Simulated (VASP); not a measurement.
# SiO2 (P4_2/mnm) in VASP: further runs

Runs on SiO2. Level: PBE. Tasks: single point, relaxation of the atoms.

Program: VASP 6.6.1. These are calculated values, not measurements. Logs are shortened: lines on timing, memory, paths and dates and some standing lists are left out, and cuts for length are marked.

### Step 1. The cell of the first run

The structure is tetragonal, space group P4_2/mnm (No. 136). Conventional cell: a = 4.177 Å, b = 4.177 Å, c = 2.665 Å, α = 90.00°, β = 90.00°, γ = 90.00°. Within 2.3 Å of Si (site symmetry mmm) lie 6 O at 1.76 to 1.80 Å. Within 2.3 Å of O (site symmetry m2m) lie 3 Si at 1.76 to 1.80 Å and 1 O at 2.30 Å.

### Step 2. Single point, PBE

Contents of INCAR:

```
SYSTEM = SiO2
PREC = Accurate
ENCUT = 520
EDIFF = 1E-6
ISMEAR = -1
SIGMA = 0.02
LREAL = .False.
LASPH = .True.
NELM = 80
ALGO = Normal
ISIF = 2
LWAVE = .False.
LCHARG = .False.
GGA = PE
NBANDS = 25
```

Contents of KPOINTS:

```
regular mesh
0
Gamma
  5 5 7
  0 0 0
```

Contents of POSCAR:

```
SiO2
1.0
    4.1773000000      0.0000000000      0.0000000000
    0.0000000000      4.1773000000      0.0000000000
    0.0000000000      0.0000000000      2.6652000000
Si O
2 4
Direct
    0.0000000000      0.0000000000      0.0000000000
    0.5000000000      0.5000000000      0.5000000000
    0.3054889235      0.3054889235      0.0000000000
    0.1945110765      0.8054889235      0.5000000000
    0.6945110765      0.6945110765      0.0000000000
    0.8054889235      0.1945110765      0.5000000000
```

Potentials or basis: VASP PAW PBE potentials, release 64 (Si, O).

Launch:

```bash
cat potpaw_PBE.64/Si/POTCAR potpaw_PBE.64/O/POTCAR > POTCAR
mpirun -np 1 vasp_std > vasp.out
```

OUTCAR:

```text
SYSTEM = SiO2
   PREC = Accurate
   ENCUT = 520
   EDIFF = 1E-6
   ISMEAR = -1
   LREAL = .False.
   LASPH = .True.
   NELM = 80
   ISIF = 2
   GGA = PE

 ion  position               nearest neighbor table
   1  0.000  0.000  0.000-   4 1.76   6 1.76   4 1.76   6 1.76   5 1.80   3 1.80
   2  0.500  0.500  0.500-   3 1.76   5 1.76   3 1.76   5 1.76   4 1.80   6 1.80
   3  0.305  0.305  0.000-   2 1.76   2 1.76   1 1.80
   4  0.195  0.805  0.500-   1 1.76   1 1.76   2 1.80
   5  0.695  0.695  0.000-   2 1.76   2 1.76   1 1.80
   6  0.805  0.195  0.500-   1 1.76   1 1.76   2 1.80

  LATTYP: Found a simple tetragonal cell.
 ALAT       =     4.1773000000
 C/A-ratio  =     0.6380197735

  Lattice vectors:

 A1 = (   4.1773000000,   0.0000000000,   0.0000000000)
 A2 = (   0.0000000000,   4.1773000000,   0.0000000000)
 A3 = (   0.0000000000,   0.0000000000,   2.6652000000)

Analysis of symmetry for initial positions (statically):
=====================================================================
 Subroutine PRICEL returns:
 Original cell was already a primitive cell.

 Routine SETGRP: Setting up the symmetry group for a
 simple tetragonal supercell.

 Subroutine GETGRP returns: Found 16 space group operations
 (whereof  8 operations were pure point group operations)
 out of a pool of 16 trial point group operations.

The static configuration has the point symmetry D_2h.
 The point group associated with its full space group is D_4h.

Analysis of symmetry for dynamics (positions and initial velocities):
=====================================================================
 Subroutine PRICEL returns:
 Original cell was already a primitive cell.

 Routine SETGRP: Setting up the symmetry group for a
 simple tetragonal supercell.

 Subroutine GETGRP returns: Found 16 space group operations
 (whereof  8 operations were pure point group operations)
 out of a pool of 16 trial point group operations.

The dynamic configuration has the point symmetry D_2h.
 The point group associated with its full space group is D_4h.

 Subroutine INISYM returns: Found 16 space group operations
 (whereof  8 operations are pure point group operations),
 and found     1 'primitive' translations

----------------------------------------------------------------------------------------

                                     Primitive cell

  volume of cell :      46.5073

  direct lattice vectors                    reciprocal lattice vectors
     4.177300000  0.000000000  0.000000000     0.239389079  0.000000000  0.000000000
     0.000000000  4.177300000  0.000000000     0.000000000  0.239389079  0.000000000
     0.000000000  0.000000000  2.665200000     0.000000000  0.000000000  0.375206363

  length of vectors
     4.177300000  4.177300000  2.665200000     0.239389079  0.239389079  0.375206363

  position of ions in fractional coordinates (direct lattice)
     0.000000000  0.000000000  0.000000000
     0.500000000  0.500000000  0.500000000
     0.305488924  0.305488924  0.000000000
     0.194511076  0.805488924  0.500000000
     0.694511076  0.694511076  0.000000000
     0.805488924  0.194511076  0.500000000

  ion indices of the primitive-cell ions
   primitive index   ion index
                 1           1
                 2           2
                 3           3
                 4           4
                 5           5
                 6           6

----------------------------------------------------------------------------------------

 KPOINTS: regular mesh

Automatic generation of k-mesh.
 Grid dimensions read from file:
 generate k-points for:    5    5    7

 Generating k-lattice:

  Cartesian coordinates                     Fractional coordinates (reciprocal lattice)
     0.047877816  0.000000000  0.000000000     0.200000000  0.000000000  0.000000000
     0.000000000  0.047877816  0.000000000     0.000000000  0.200000000  0.000000000
     0.000000000  0.000000000  0.053600909     0.000000000  0.000000000  0.142857143

  Length of vectors
     0.047877816  0.047877816  0.053600909

  Shift w.r.t. Gamma in fractional coordinates (k-lattice)
     0.000000000  0.000000000  0.000000000

 Subroutine IBZKPT returns following result:
 ===========================================

 Found     24 irreducible k-points:

 Following reciprocal coordinates:
            Coordinates               Weight
  0.000000  0.000000  0.000000      1.000000
  0.200000  0.000000  0.000000      4.000000
  0.400000  0.000000  0.000000      4.000000
  0.200000  0.200000  0.000000      4.000000
  0.400000  0.200000  0.000000      8.000000
  0.400000  0.400000  0.000000      4.000000
[... 16 lines left out ...]
  0.400000  0.200000  0.428571     16.000000
  0.400000  0.400000  0.428571      8.000000
   k-points           NKPTS =     24   k-points in BZ     NKDIM =     24   number of bands    NBANDS=     25
   number of dos      NEDOS =    301   number of ions     NIONS =      6
   total plane-waves  NPLWV =  20480
   dimension x,y,z NGX =    32 NGY =   32 NGZ =   20
   dimension x,y,z NGXF=    64 NGYF=   64 NGZF=   40
   ions per type =               2   4
   NGX,Y,Z   is equivalent  to a cutoff of  12.74, 12.74, 12.48 a.u.
   NGXF,Y,Z  is equivalent  to a cutoff of  25.47, 25.47, 24.95 a.u.
 SYSTEM =  SiO2
   PREC   = accura    normal or accurate (medium, high low for compatibility)
   ISTART =      0    job   : 0-new  1-cont  2-samecut
   ICHARG =      2    charge: 1-file 2-atom 10-const
   ISPIN  =      1    spin polarized calculation?
   LNONCOLLINEAR =      F non collinear calculations
   LSORBIT =      F    spin-orbit coupling
   LASPH  =      T    aspherical Exc in radial PAW
   ENCUT  =  520.0 eV  38.22 Ry    6.18 a.u.   7.77  7.77  4.96*2*pi/ulx,y,z
   NELM   =     80;   NELMIN=  2; NELMDL= -5     # of ELM steps
   EDIFF  = 0.1E-05   stopping-criterion for ELM
   LREAL  =      F    real-space projection
   EDIFFG = 0.1E-04   stopping-criterion for IOM
   NSW    =      0    number of steps for IOM
   IBRION =     -1    ionic relax: 0-MD 1-quasi-New 2-CG
   NFREE  =      0    steps in history (QN), initial steepest desc. (CG)
   ISIF   =      2    stress and relaxation
   ISYM   =      2    0-nonsym 1-usesym 2-fastsym
   POTIM  = 0.5000    time-step for ionic-motion
   TEBEG  =    0.0;   TEEND  =   0.0 temperature during run
   PSTRESS=    0.0 pullay stress
   NELECT =      32.0000    total number of electrons
   NUPDOWN=      -1.0000    fix difference up-down
   EMIN   =  10.00;   EMAX   =-10.00  energy-range for DOS
   EFERMI =   0.00;   METHOD = LEGACY
   ISMEAR =    -1;   SIGMA  =   0.02  broadening in eV -4-tet -1-fermi 0-gaus
   EFERMI_NEDOS =   21; number of points for ismear=-14 and -15
   IALGO  =     38    algorithm
   IMIX   =      4    mixing-type and parameters
     AMIX     =   0.40;   BMIX     =  1.00
     AMIX_MAG =   1.60;   BMIX_MAG =  1.00
  volume/ion in A,a.u.               =       7.75        52.31
  Fermi-wavevector in a.u.,A,eV,Ry     =   1.445277  2.731178 28.420200  2.088826
  Thomas-Fermi vector in A             =   2.563477
   LORBIT       =      0    0 simple, 1 ext, 2 COOP (PROOUT), +10 PAW based schemes
   GGA     = PE    functional components
[... 5 lines left out ...]
 non-spin polarized calculation
  energy-cutoff  :      520.00
  volume of cell :       46.51
 maximum number of plane-waves:      1265
 NGX is ok and might be reduce to    32
   NGX = 15   NGY = 15   NGZ =  9

 number of electron      31.9999974 magnetization

 Free energy of the ion-electron system (eV)
  ---------------------------------------------------
  ext. energy  EPLUGINS =         0.00000000
  ---------------------------------------------------
  free energy    TOTEN  =       -46.25461412 eV

  energy without entropy =      -46.25461412  energy(sigma->0) =      -46.25461412

 E-fermi :   8.6844     XC(G=0): -12.2792

 val. band max:        8.2677977356   @ k =   0.0000   0.0000   0.0000
 cond. band min:      13.8754192945   @ k =   0.0000   0.0000   0.0000
 fundamental gap:      5.6076215589
 Fermi energy:         8.6844457937

 k-point     1 :       0.0000    0.0000    0.0000
  band No.  band energies     occupation
      1     -14.3301      2.00000
      2     -10.7006      2.00000
      3     -10.7006      2.00000
      4     -10.4344      2.00000
      5      -2.6649      2.00000
      6       1.8001      2.00000
[... 17 lines left out ...]
     24      22.5941      0.00000
     25      24.0842      0.00000

 k-point     2 :       0.2000    0.0000    0.0000
  band No.  band energies     occupation
      1     -14.1208      2.00000
      2     -11.5265      2.00000
      3     -10.5949      2.00000
      4     -10.0494      2.00000
      5      -2.3795      2.00000
      6       0.8408      2.00000
[... 17 lines left out ...]
     24      21.8921      0.00000
     25      23.8169      0.00000

 k-point     3 :       0.4000    0.0000    0.0000
  band No.  band energies     occupation
      1     -13.5163      2.00000
      2     -12.5959      2.00000
      3     -10.3268      2.00000
      4     -10.0552      2.00000
      5      -1.6142      2.00000
      6      -0.4954      2.00000
[... 17 lines left out ...]
     24      22.5926      0.00000
     25      22.6299      0.00000

 k-point     4 :       0.2000    0.2000    0.0000
  band No.  band energies     occupation
      1     -13.9195      2.00000
      2     -11.7159      2.00000
      3     -10.8320      2.00000
      4     -10.0015      2.00000
      5      -2.0433      2.00000
      6       0.8086      2.00000
[... 17 lines left out ...]
     24      21.6302      0.00000
     25      23.7696      0.00000

 k-point     5 :       0.4000    0.2000    0.0000
  band No.  band energies     occupation
      1     -13.3442      2.00000
      2     -12.5026      2.00000
      3     -10.6521      2.00000
      4     -10.2493      2.00000
      5      -1.2002      2.00000
      6      -0.1161      2.00000
[... 17 lines left out ...]
     24      22.2770      0.00000
     25      23.0109      0.00000

 k-point     6 :       0.4000    0.4000    0.0000
  band No.  band energies     occupation
      1     -12.8904      2.00000
      2     -12.4641      2.00000
      3     -11.0329      2.00000
      4     -10.7457      2.00000
      5      -0.2681      2.00000
      6       0.3869      2.00000
[... 17 lines left out ...]
     24      22.3522      0.00000
     25      22.4553      0.00000
[... 393 lines left out ...]
 k-point    21 :       0.4000    0.0000    0.4286
  band No.  band energies     occupation
      1     -11.7136      2.00000
      2     -11.3234      2.00000
      3     -10.1414      2.00000
      4     -10.0733      2.00000
      5      -1.1979      2.00000
      6      -0.9007      2.00000
[... 17 lines left out ...]
     24      22.5568      0.00000
     25      22.6882      0.00000

 k-point    22 :       0.2000    0.2000    0.4286
  band No.  band energies     occupation
      1     -11.9433      2.00000
      2     -11.1595      2.00000
      3     -10.0846      2.00000
      4     -10.0161      2.00000
      5      -1.8941      2.00000
      6      -0.5834      2.00000
[... 17 lines left out ...]
     24      21.9505      0.00000
     25      22.9784      0.00000

 k-point    23 :       0.4000    0.2000    0.4286
  band No.  band energies     occupation
      1     -11.6358      2.00000
      2     -11.3080      2.00000
      3     -10.1511      2.00000
      4     -10.0994      2.00000
      5      -1.8972      2.00000
      6      -1.3655      2.00000
[... 17 lines left out ...]
     24      22.2415      0.00000
     25      23.1958      0.00000

 k-point    24 :       0.4000    0.4000    0.4286
  band No.  band energies     occupation
      1     -11.4590      2.00000
      2     -11.3245      2.00000
      3     -10.1691      2.00000
      4     -10.1494      2.00000
      5      -2.3146      2.00000
      6      -2.1033      2.00000
[... 17 lines left out ...]
     24      22.5545      0.00000
     25      23.7325      0.00000

------------------------ aborting loop because EDIFF is reached ----------------------------------------

  FORCE on cell =-STRESS in cart. coord.  units (eV):
  Direction    XX          YY          ZZ          XY          YZ          ZX
  --------------------------------------------------------------------------------------
  -------------------------------------------------------------------------------------
  Total        3.0107162      3.0107162      3.7108810     -0.0000000      0.0000000      0.0000000
  in kB      103.7192241    103.7192241    127.8399146     -0.0000000      0.0000000      0.0000000
  external PRESSURE =     111.7594543 kB  Pullay stress =       0.0000000 kB

 VOLUME and BASIS-vectors are now :
 -----------------------------------------------------------------------------
  energy-cutoff  :      520.00
  volume of cell :       46.51
      direct lattice vectors                 reciprocal lattice vectors
     4.177300000  0.000000000  0.000000000     0.239389079  0.000000000  0.000000000
     0.000000000  4.177300000  0.000000000     0.000000000  0.239389079  0.000000000
     0.000000000  0.000000000  2.665200000     0.000000000  0.000000000  0.375206363

 POSITION                                       TOTAL-FORCE (eV/Angst)
 -----------------------------------------------------------------------------------
      0.00000      0.00000      0.00000         0.000000      0.000000     -0.000000
      2.08865      2.08865      1.33260         0.000000      0.000000     -0.000000
      1.27612      1.27612      0.00000        -0.012557     -0.012557      0.000000
      0.81253      3.36477      1.33260         0.012557     -0.012557      0.000000
      2.90118      2.90118      0.00000         0.012557      0.012557     -0.000000
      3.36477      0.81253      1.33260        -0.012557      0.012557     -0.000000
 -----------------------------------------------------------------------------------
    total drift:                                0.000000      0.000000      0.000000

  FREE ENERGIE OF THE ION-ELECTRON SYSTEM (eV)
  ---------------------------------------------------
  free  energy   TOTEN  =       -46.2546141221 eV

  energy  without entropy=      -46.2546141221  energy(sigma->0) =      -46.25461412
```

It took 18 s on 1 thread of Intel Xeon Platinum 8375C at 2.90GHz (Ice Lake), shared host; peak memory 0.15 GiB.

Results:

| Property | Result |
| --- | --- |
| Free energy | -46.2546 eV |
| Pressure | 11.2 GPa |
| Largest force | 0.018 eV/Å |
| Band gap on the k mesh | 5.61 eV |

Forces in eV/Å, atoms in the order of the input:
```
Si   0.000  0.000  0.000
Si   0.000  0.000  0.000
O   -0.013 -0.013  0.000
O    0.013 -0.013  0.000
O    0.013  0.013  0.000
O   -0.013  0.013  0.000
```

Levels at points of the mesh, in eV from the valence-band top:
| k point | band 14 | band 15 | band 16 | band 17 | band 18 | band 19 |
| --- | --- | --- | --- | --- | --- | --- |
| (0.00, 0.00, 0.00) | -0.89 | -0.89 | 0.00 | 5.61 | 6.73 | 8.51 |

Caveat: the cell stands under pressure.

### Step 3. Relaxation of the atoms, PBE

INCAR: that of step 2 with these lines changed.

```diff
@@ -14,2 +14,4 @@
 GGA = PE
-NBANDS = 25
+IBRION = 2
+NSW = 80
+EDIFFG = -0.02
```

Contents of KPOINTS:

```
Automatic mesh
0
Gamma
  5 5 7
  0 0 0
```

Contents of POSCAR:

```
SiO2
1.0
    4.1773000000      0.0000000000      0.0000000000
    0.0000000000      4.1773000000      0.0000000000
    0.0000000000      0.0000000000      2.6652000000
Si O
2 4
Direct
    0.0000000000      0.0000000000      0.0000000000
    0.5000000000      0.5000000000      0.5000000000
    0.3059000000      0.3059000000      0.0000000000
    0.1941000000      0.8059000000      0.5000000000
    0.6941000000      0.6941000000      0.0000000000
    0.8059000000      0.1941000000      0.5000000000
```

Potentials or basis: VASP PAW PBE potentials, release 64 (Si, O).

Launch:

```bash
cat potpaw_PBE.64/Si/POTCAR potpaw_PBE.64/O/POTCAR > POTCAR
mpirun -np 1 vasp_std > vasp.out
```

OUTCAR:

```text
SYSTEM = SiO2
   PREC = Accurate
   ENCUT = 520
   EDIFF = 1E-6
   ISMEAR = -1
   LREAL = .False.
   LASPH = .True.
   NELM = 80
   ISIF = 2
   GGA = PE
   IBRION = 2
   NSW = 80
   EDIFFG = -0.02

 ion  position               nearest neighbor table
   1  0.000  0.000  0.000-   4 1.76   6 1.76   4 1.76   6 1.76   5 1.81   3 1.81
   2  0.500  0.500  0.500-   3 1.76   5 1.76   3 1.76   5 1.76   4 1.81   6 1.81
   3  0.306  0.306  0.000-   2 1.76   2 1.76   1 1.81
   4  0.194  0.806  0.500-   1 1.76   1 1.76   2 1.81
   5  0.694  0.694  0.000-   2 1.76   2 1.76   1 1.81
   6  0.806  0.194  0.500-   1 1.76   1 1.76   2 1.81

  LATTYP: Found a simple tetragonal cell.
 ALAT       =     4.1773000000
 C/A-ratio  =     0.6380197735

  Lattice vectors:

 A1 = (   4.1773000000,   0.0000000000,   0.0000000000)
 A2 = (   0.0000000000,   4.1773000000,   0.0000000000)
 A3 = (   0.0000000000,   0.0000000000,   2.6652000000)

Analysis of symmetry for initial positions (statically):
=====================================================================
 Subroutine PRICEL returns:
 Original cell was already a primitive cell.

 Routine SETGRP: Setting up the symmetry group for a
 simple tetragonal supercell.

 Subroutine GETGRP returns: Found 16 space group operations
[... 166 lines left out ...]

 number of electron      31.9999975 magnetization

 Free energy of the ion-electron system (eV)
  ---------------------------------------------------
  ext. energy  EPLUGINS =         0.00000000
  ---------------------------------------------------
  free energy    TOTEN  =       -46.25405435 eV

  energy without entropy =      -46.25405435  energy(sigma->0) =      -46.25405435

------------------------ aborting loop because EDIFF is reached ----------------------------------------

  FORCE on cell =-STRESS in cart. coord.  units (eV):
  Direction    XX          YY          ZZ          XY          YZ          ZX
  --------------------------------------------------------------------------------------
  -------------------------------------------------------------------------------------
  Total        3.0996596      3.0996596      3.7237619      0.0000000      0.0000000      0.0000000
  in kB      106.7833288    106.7833288    128.2836640      0.0000000      0.0000000      0.0000000
  external PRESSURE =     113.9501072 kB  Pullay stress =       0.0000000 kB
[... 67 lines left out ...]
--------------------------------------- Ionic step        3  -------------------------------------------

 number of electron      31.9999974 magnetization

 Free energy of the ion-electron system (eV)
  ---------------------------------------------------
  ext. energy  EPLUGINS =         0.00000000
  ---------------------------------------------------
  free energy    TOTEN  =       -46.25463124 eV

  energy without entropy =      -46.25463124  energy(sigma->0) =      -46.25463124

 E-fermi :   8.7002     XC(G=0): -12.2792

 val. band max:        8.2692633403   @ k =   0.0000   0.0000   0.0000
 cond. band min:      13.8731680615   @ k =   0.0000   0.0000   0.0000
 fundamental gap:      5.6039047212
 Fermi energy:         8.7002358036

 k-point     1 :       0.0000    0.0000    0.0000
  band No.  band energies     occupation
      1     -14.3289      2.00000
      2     -10.7010      2.00000
      3     -10.7010      2.00000
      4     -10.4297      2.00000
      5      -2.6697      2.00000
      6       1.7986      2.00000
[... 574 lines left out ...]
  FREE ENERGIE OF THE ION-ELECTRON SYSTEM (eV)
  ---------------------------------------------------
  free  energy   TOTEN  =       -46.2546312384 eV

  energy  without entropy=      -46.2546312384  energy(sigma->0) =      -46.25463124

 reached required accuracy - stopping structural energy minimisation
```

Run time: 32 s. Hardware: 1 thread of Intel Xeon Platinum 8375C at 2.90GHz (Ice Lake), shared host; peak memory 0.15 GiB.

Results:

```yaml
Free_energy: -46.2546 eV
Energy_gained_by_relaxing: 0.1 meV/atom
Ionic_steps: 3
Pressure_after_relaxing: 11.1 GPa
Band_gap_on_the_k_mesh: 5.60 eV
```

Step by step:
```
step  energy change (eV)  largest force (eV/Å)  pressure (GPa)
   1              0.0000                0.0989           11.40
   2             -0.0004                0.0607           10.95
   3             -0.0006                0.0004           11.11
```

Final structure:
```
CELL_PARAMETERS angstrom
4.17730 0.00000 0.00000
0.00000 4.17730 0.00000
0.00000 0.00000 2.66520
ATOMIC_POSITIONS crystal
Si 0.00000 0.00000 0.00000
Si 0.50000 0.50000 0.50000
O 0.30540 0.30540 0.00000
O 0.19460 0.80540 0.50000
O 0.69460 0.69460 0.00000
O 0.80540 0.19460 0.50000
```

As with any semilocal functional, this PBE gap is likely too small.
